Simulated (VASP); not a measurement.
Input of a VASP 6.6.1 run:

File INCAR:

```
SYSTEM = TaN
  PREC = Accurate
  ENCUT = 520
  EDIFF = 1E-7
  ISMEAR = 0
  SIGMA = 0.02
  LREAL = .FALSE.
  LASPH = .TRUE.
  NELM = 100
  ALGO = Normal
  ISIF = 2
  LWAVE = .FALSE.
  LCHARG = .FALSE.
  GGA = PE
  NBANDS = 15
```

The input KPOINTS:

```
Automatic mesh
0
G
  18 18 18
  0 0 0
```

File POSCAR:

```
TaN
1.0
    0.0000000000      2.1790000000      2.1790000000
    2.1790000000      0.0000000000      2.1790000000
    2.1790000000      2.1790000000      0.0000000000
Ta N
1 1
Direct
    0.5000000000      0.5000000000      0.5000000000
   -0.1548875631      0.0516291877     -0.0516291877
```

Potentials or basis: VASP PAW PBE potentials, release 64 (Ta_pv, N).

Command:

```bash
$ cat potpaw_PBE.64/Ta_pv/POTCAR potpaw_PBE.64/N/POTCAR > POTCAR
$ mpirun -np 1 vasp_std > vasp.out
```

Task: Predict the largest force.

Result: 9.395 eV/Å.

Task: What does it give for the band gap on the k mesh?

Result: Zero (bands 8 and 9 overlap by 2.91 eV).

Task: What does it give for the pressure?

Result: 64.8 GPa.

Forces in eV/Å, atoms in the order of the input:
```
Ta   0.000 -9.218 -1.819
N    0.000  9.218  1.819
```

Caveat: the cell differs from its parent crystal (atom 2 (N) moved by (-0.450, -0.225) A along y and z); the stress differs along the axes, from 17 to 138 GPa; spin-orbit coupling is left out, which moves the levels of the heavy elements; forces of over 1 eV/Å act on the atoms, so gaps and moduli don't describe the material at rest.
